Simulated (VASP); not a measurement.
# Ga3PN2 (P-3m1) in VASP: notebook, part 2 of 2

VASP 6.6.1. The steps go on from the part before.

### 4 Single point, PBE, collinear spin, ferromagnetic start

Contents of INCAR:

```
SYSTEM = Ga3PN2
  PREC = Accurate
  ENCUT = 520
  EDIFF = 1E-6
  ISMEAR = 0
  SIGMA = 0.1
  LREAL = .False.
  LASPH = .True.
  NELM = 150
  ALGO = Normal
  ISIF = 2
  LWAVE = .False.
  LCHARG = .True.
  ISPIN = 2
  MAGMOM = 0 0 0 0 1 1
  LORBIT = 11
  GGA = PE
  LELF = .True.
  LVHAR = .True.
  NBANDS = 40
```

Contents of KPOINTS:

```
regular mesh
0
Gamma
  6 6 2
  0 0 0
```

Contents of POSCAR:

```
Ga3PN2
1.0
    3.1663685627      0.0000000000      0.0000000000
   -1.5831842814      2.7421556130      0.0000000000
    0.0000000000      0.0000000000      8.4042865077
Ga P N
3 1 2
Direct
    0.0000000000      0.0000000000      0.5000000000
    0.6666666667      0.3333333333      0.7888407113
    0.3333333333      0.6666666667      0.2111592887
    0.0000000000      0.0000000000      0.0000000000
    0.6666666667      0.3333333333      0.3499385312
    0.3333333333      0.6666666667      0.6500614688
```

Started as:

```bash
$ cat potpaw_PBE.64/Ga_d/POTCAR potpaw_PBE.64/P/POTCAR potpaw_PBE.64/N/POTCAR > POTCAR
$ mpirun -np 1 vasp_std > vasp.out
```

Run time: 61 s. Hardware: 1 thread of AMD EPYC 9R45 (Zen 5), shared host; peak memory 0.21 GiB.

It converged, with:

| Property | Result |
| --- | --- |
| Free energy | -29.7525 eV |
| Pressure | 0.5 GPa |
| Largest force | 0.023 eV/Å |
| Band gap on the k mesh | zero (filled and empty bands overlap) |
| Net moment | 0.00 μB per cell |
| Valence electrons inside the program's atomic spheres | Ga 11.49, 11.60; P 2.48; N 3.63 |

Forces in eV/Å, atoms in the order of the input:
```
Ga   0.000  0.000  0.000
Ga   0.000  0.000 -0.012
Ga   0.000  0.000  0.012
P    0.000  0.000  0.000
N    0.000  0.000 -0.023
N    0.000  0.000  0.023
```

Stress tensor (GPa, compression positive):
```
0.73 0.00 0.00
0.00 0.73 0.00
0.00 0.00 0.09
```

Levels at points of the mesh, in eV from the Fermi level:
Spin up:
| k point | band 23 | band 24 | band 25 | band 26 | band 27 | band 28 | band 29 | band 30 | band 31 | band 32 |
| --- | --- | --- | --- | --- | --- | --- | --- | --- | --- | --- |
| (0.00, 0.00, 0.00) | -2.08 | -2.04 | -2.04 | -0.97 | 1.81 | 1.81 | 1.98 | 4.51 | 6.56 | 6.56 |
| (0.50, 0.00, 0.00) | -3.98 | -3.74 | -3.05 | -2.77 | -2.31 | -0.29 | 1.83 | 2.34 | 3.97 | 4.39 |
| (0.00, 0.00, 0.50) | -2.14 | -2.04 | -2.04 | 1.00 | 1.18 | 1.81 | 1.81 | 4.32 | 5.98 | 5.98 |
| (0.50, 0.00, 0.50) | -4.97 | -3.91 | -2.92 | -1.58 | -0.93 | -0.12 | -0.06 | 2.46 | 4.52 | 4.81 |
Spin down:
```csv
k point,band 23,band 24,band 25,band 26,band 27,band 28,band 29,band 30,band 31,band 32
"(0.00, 0.00, 0.00)",-2.08,-2.04,-2.04,-0.97,1.81,1.81,1.98,4.51,6.56,6.56
"(0.50, 0.00, 0.00)",-3.98,-3.74,-3.05,-2.77,-2.31,-0.29,1.83,2.34,3.97,4.40
"(0.00, 0.00, 0.50)",-2.14,-2.04,-2.04,1.00,1.18,1.81,1.81,4.32,5.98,5.98
"(0.50, 0.00, 0.50)",-4.97,-3.91,-2.92,-1.58,-0.93,-0.12,-0.06,2.46,4.52,4.81
```

Caveat: the k points lie up to 0.38 Å⁻¹ apart.

### 5 Single point, PBE

This run uses another cell than the first one, of 12.12 Å³/atom, 0.996 times its volume.

Contents of INCAR:

```
PREC = Accurate ; ENCUT = 520
EDIFF = 1E-7 ; ISMEAR = 0
SIGMA = 0.1 ; LREAL = False
LASPH = True ; NELM = 60
ALGO = Normal ; ISIF = 2
LWAVE = False ; LCHARG = True
GGA = PE ; LELF = True
LVHAR = True ; NBANDS = 36
```

Contents of KPOINTS:

```
Automatic mesh
0
Gamma
  12 12 6
```

Contents of POSCAR:

```
Ga3PN2
1.0
    3.1644690450      0.0000000000      0.0000000000
   -1.5822345225      2.7405105825      0.0000000000
    0.0000000000      0.0000000000      8.3833727657
Ga P N
3 1 2
Direct
    0.0000000000      0.0000000000      0.5000000000
    0.6666666667      0.3333333333      0.7904814639
    0.3333333333      0.6666666667      0.2095185361
    0.0000000000      0.0000000000      0.0000000000
    0.6666666667      0.3333333333      0.3514142842
    0.3333333333      0.6666666667      0.6485857158
```

Started as:

```bash
$ cat potpaw_PBE.64/Ga_d/POTCAR potpaw_PBE.64/P/POTCAR potpaw_PBE.64/N/POTCAR > POTCAR
$ mpirun -np 1 vasp_std > vasp.out
```

Run time: 3.4 min. Hardware: 1 thread of AMD EPYC 9R45 (Zen 5), shared host; peak memory 0.3 GiB.

Results (log left out):

```yaml
Free_energy: -29.7571 eV
Pressure: 0.4 GPa
Largest_force: 0.030 eV/Å
Band_gap_on_the_k_mesh: zero (band 27 reaches 9.99 eV, above the bottom of band 28 at 7.37 eV)
```

Forces on the atoms (eV/Å):
```
Ga   0.000  0.000  0.000
Ga   0.000  0.000  0.030
Ga   0.000  0.000 -0.030
P    0.000  0.000  0.000
N    0.000  0.000 -0.001
N    0.000  0.000  0.001
```

Levels at points of the mesh, in eV from the Fermi level:
| k point | band 23 | band 24 | band 25 | band 26 | band 27 | band 28 | band 29 | band 30 | band 31 | band 32 |
| --- | --- | --- | --- | --- | --- | --- | --- | --- | --- | --- |
| (0.00, 0.00, 0.00) | -2.16 | -2.11 | -2.11 | -1.01 | 1.78 | 1.78 | 1.95 | 4.49 | 6.47 | 6.47 |
| (0.50, 0.00, 0.00) | -4.07 | -3.81 | -3.14 | -2.80 | -2.36 | -0.35 | 1.78 | 2.28 | 3.91 | 4.32 |
| (0.00, 0.00, 0.50) | -2.21 | -2.10 | -2.10 | 0.95 | 1.16 | 1.79 | 1.79 | 4.27 | 5.89 | 5.89 |
| (0.50, 0.00, 0.50) | -5.06 | -4.01 | -2.96 | -1.64 | -1.01 | -0.17 | -0.10 | 2.42 | 4.46 | 4.71 |

### 6 Relaxation of cell and atoms, PBE

This run uses another cell than the first one, of 17.96 Å³/atom, 1.477 times its volume.

Contents of INCAR:

```
PREC = Accurate
ENCUT = 600
EDIFF = 1E-6
ISMEAR = 0
SIGMA = 0.1
LREAL = F
LASPH = T
NELM = 80
ALGO = Normal
ISIF = 3
LWAVE = F
LCHARG = F
GGA = PE
IBRION = 2
NSW = 90
EDIFFG = -0.04
```

Contents of KPOINTS:

```
regular mesh
0
Gamma
  6 6 4
```

Contents of POSCAR:

```
Ga3PN2
1.0
    4.2899423000      0.0000000000      0.0000000000
   -2.1449711500      3.7151990100      0.0000000000
    0.0000000000      0.0000000000      6.7623570600
Ga P N
3 1 2
Direct
    0.0000000000      0.0000000000      0.5000000000
    0.6666666700      0.3333333300      0.6493157700
    0.3333333300      0.6666666700      0.3506842300
    0.0000000000      0.0000000000      0.0000000000
    0.6666666700      0.3333333300      0.2483411600
    0.3333333300      0.6666666700      0.7516588400
```

Potentials or basis: VASP PAW PBE potentials, release 64 (Ga_d, P, N).

Started as:

```bash
$ cat potpaw_PBE.64/Ga_d/POTCAR potpaw_PBE.64/P/POTCAR potpaw_PBE.64/N/POTCAR > POTCAR
$ mpirun -np 1 vasp_std > vasp.out
```

It took 29 min on 1 thread of AMD EPYC 9R45 (Zen 5), shared host; peak memory 0.29 GiB.

It converged, with:

| Item | Value |
| --- | --- |
| Free energy | -29.7889 eV |
| Relaxed volume | 12.18 Å³/atom |
| Relaxed cell | a = 3.171 Å, b = 3.171 Å, c = 8.397 Å, α = 90.00°, β = 90.00°, γ = 120.00° |
| Space group after relaxing (to 0.05 Å) | P-3m1 (No. 164) |
| Energy gained by relaxing | 1321.7 meV/atom |
| Ionic steps | 31 |
| Pressure after relaxing | 0.0 GPa |
| Largest force after relaxing | 0.035 eV/Å |
| Band gap on the k mesh | zero (band 27 reaches 9.87 eV, above the bottom of band 28 at 7.66 eV) |

Forces in eV/Å, atoms in the order of the input:
```
Ga   0.000  0.000  0.000
Ga   0.000  0.000  0.023
Ga   0.000  0.000 -0.023
P    0.000  0.000  0.000
N    0.000  0.000  0.035
N    0.000  0.000 -0.035
```

Stress tensor (GPa, compression positive):
```
 0.04  0.00  0.00
 0.00  0.04  0.00
 0.00  0.00 -0.08
```

Step by step:
| step | energy change (eV) | largest force (eV/Å) | pressure (GPa) | volume (Å³) |
| --- | --- | --- | --- | --- |
| 1 | 0.0000 | 1.2412 | -10.44 | 107.78 |
| 2 | -0.9421 | 1.8478 | -2.18 | 90.53 |
| 3 | -1.0090 | 2.0958 | 2.85 | 85.41 |
| 4 | -1.4849 | 1.7970 | 3.31 | 82.88 |
| 5 | -2.2657 | 0.8115 | 8.51 | 75.48 |
| 6 | -2.4103 | 0.3421 | -6.65 | 87.34 |
| 7 | -2.5022 | 0.4791 | -1.91 | 82.42 |
| 8 | -2.6091 | 0.3046 | -1.49 | 82.30 |
| 9 | -2.9203 | 0.9118 | -0.22 | 81.69 |
| 10 | -2.4575 | 4.5567 | 7.69 | 79.52 |
| 11 | -3.0710 | 1.3676 | 0.28 | 81.34 |
| 12 | -3.0726 | 2.4421 | 2.79 | 80.53 |
| 13 | -3.1366 | 1.6196 | 1.43 | 80.95 |
| 14 | -3.1572 | 1.7215 | 1.50 | 80.97 |
| 15 | -3.2081 | 2.0268 | 1.49 | 80.99 |
| 16 | -3.2501 | 2.7722 | 1.94 | 80.99 |
| 17 | -3.3342 | 2.8578 | 1.63 | 81.10 |
| 18 | -3.5872 | 3.1009 | 0.70 | 81.43 |
| 19 | -4.0497 | 3.5294 | -0.74 | 81.94 |
| 20 | -4.6215 | 4.4128 | -2.82 | 82.48 |
| 21 | -5.2375 | 3.8851 | -4.53 | 81.90 |
| 22 | -6.7812 | 2.7862 | -8.46 | 79.96 |
| 23 | -7.6080 | 0.1576 | -2.95 | 75.23 |
| 24 | -7.7105 | 0.6609 | -6.24 | 76.51 |
| 25 | -7.7095 | 0.8615 | -6.94 | 76.89 |
| 26 | -7.9175 | 0.0836 | 1.17 | 72.47 |
| 27 | -7.9177 | 0.0893 | 1.43 | 72.36 |
| 28 | -7.9289 | 0.0601 | 0.16 | 73.01 |
| 29 | -7.9296 | 0.0495 | -0.36 | 73.24 |
| 30 | -7.9296 | 0.0512 | -0.18 | 73.21 |
| 31 | -7.9300 | 0.0353 | 0.00 | 73.10 |

Final structure:
```xyz
6
Lattice="3.1707 0.0000 0.0000 -1.5853 2.7459 0.0000 0.0000 0.0000 8.3966" Properties=species:S:1:pos:R:3 pbc="T T T"
Ga    0.0000    0.0000    4.1983
Ga    1.5853    0.9153    6.6272
Ga    0.0000    1.8306    1.7695
P     0.0000    0.0000    0.0000
N     1.5853    0.9153    2.9332
N     0.0000    1.8306    5.4634
```

Levels at points of the mesh, in eV from the Fermi level:
| k point | band 25 | band 26 | band 27 | band 28 | band 29 | band 30 |
| --- | --- | --- | --- | --- | --- | --- |
| (0.00, 0.00, 0.00) | -2.09 | -1.02 | 1.76 | 1.76 | 1.92 | 4.49 |
| (0.50, 0.00, 0.00) | -3.06 | -2.82 | -2.34 | -0.33 | 1.79 | 2.30 |
| (0.00, 0.00, 0.50) | -2.08 | 0.95 | 1.13 | 1.77 | 1.77 | 4.33 |
| (0.50, 0.00, 0.50) | -2.97 | -1.60 | -0.95 | -0.15 | -0.12 | 2.44 |

Caveat: the volume moved by over 15 % at a fixed basis, so the end points are rough.

### 7 The runs side by side

| task | spin | cell | k mesh | cutoff (eV) | gap on the mesh (eV) | pressure (GPa) | largest force (eV/Å) |
| --- | --- | --- | --- | --- | --- | --- | --- |
| single point | off | a = 3.166, b = 3.166, c = 8.404 Å, angles 90.0, 90.0, 120.0°, 6 atoms | 6 × 6 × 4 | 520 | none | 0.4 | 0.05 |
| single point | off | a = 4.290, b = 4.290, c = 6.762 Å, angles 90.0, 90.0, 120.0°, 6 atoms | 6 × 6 × 4 | 520 | none | -10.4 | 1.24 |
| single point | collinear, ferromagnetic start | a = 3.166, b = 3.166, c = 8.404 Å, angles 90.0, 90.0, 120.0°, 6 atoms | 6 × 6 × 2 | 520 | none | 0.5 | 0.02 |
| single point | off | a = 3.164, b = 3.164, c = 8.383 Å, angles 90.0, 90.0, 120.0°, 6 atoms | 12 × 12 × 6 | 520 | none | 0.4 | 0.03 |
| relaxation of cell and atoms | off | relaxed from a = 4.290, b = 4.290, c = 6.762 Å, angles 90.0, 90.0, 120.0°, 6 atoms | 6 × 6 × 4 | 600 | none | 0.0 | 0.04 |

Alike in all rows: level PBE; potentials or basis VASP PAW PBE potentials, release 64 (Ga_d, P, N); smearing gaussian 0.1 eV.

Caveats: some runs use coarse meshes; forces of over 1 eV/Å act on the atoms, so gaps and moduli don't describe the material at rest (some runs); the volume moved by over 15 % at a fixed basis, so the end points are rough (some runs).

Total energies depend on the potentials used, so only differences within one code and one set of settings carry meaning.
